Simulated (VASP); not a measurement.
Set up this calculation in VASP 6.6.1, as the native input.

```yaml
Task: single point
Functional: PBEsol
Potentials_or_basis: VASP PAW PBE potentials, release 64 (Cu)
Cutoff: 600 eV
k_mesh: 8 × 8 × 8
Occupations: gaussian, width 0.1 eV
Spin: no spin polarisation
Dipole_correction: no
Further_INCAR_settings: ALGO = Normal; EDIFF = 1e-06; NBANDS = 18
```

The structure of Cu lies in POSCAR:

```
Cu
1.0
   -2.2083209824      2.2083209824      1.2046798603
    2.2083209824     -2.2083209824      1.2046798603
    2.2083209824      2.2083209824     -1.2046798603
Cu
2
Direct
    0.0000000000      0.0000000000      0.0000000000
    0.7500000000      0.2500000000      0.5000000000
```

One way to write it, as run:

INCAR

```
PREC = Accurate ; ENCUT = 600
EDIFF = 1E-6 ; ISMEAR = 0
SIGMA = 0.1 ; LREAL = F
LASPH = T ; NELM = 120
ALGO = Normal ; ISIF = 2
LWAVE = F ; LCHARG = F
GGA = PS ; NBANDS = 18
GGA_COMPAT = F
```

KPOINTS

```
Automatic mesh
0
Gamma
  8 8 8
```

Potentials or basis: VASP PAW PBE potentials, release 64 (Cu).

Run with:

```console
$ cat potpaw_PBE.64/Cu/POTCAR > POTCAR
$ mpirun -np 1 vasp_std > vasp.out
```

It gave:

```
Pressure               : 9.7 GPa
Band gap on the k mesh : zero (bands 11 and 12 overlap by 3.89 eV)
```

Caveat: the k points lie up to 0.37 Å⁻¹ apart, too coarse for converged energies and pressures of a metal; the PAW data sets were made with another functional, which shifts forces and pressure a little.

Wall time 21 s on 1 thread of Intel(R) Xeon(R) Platinum 8488C (Sapphire Rapids) (shared host), peak memory 0.16 GiB.
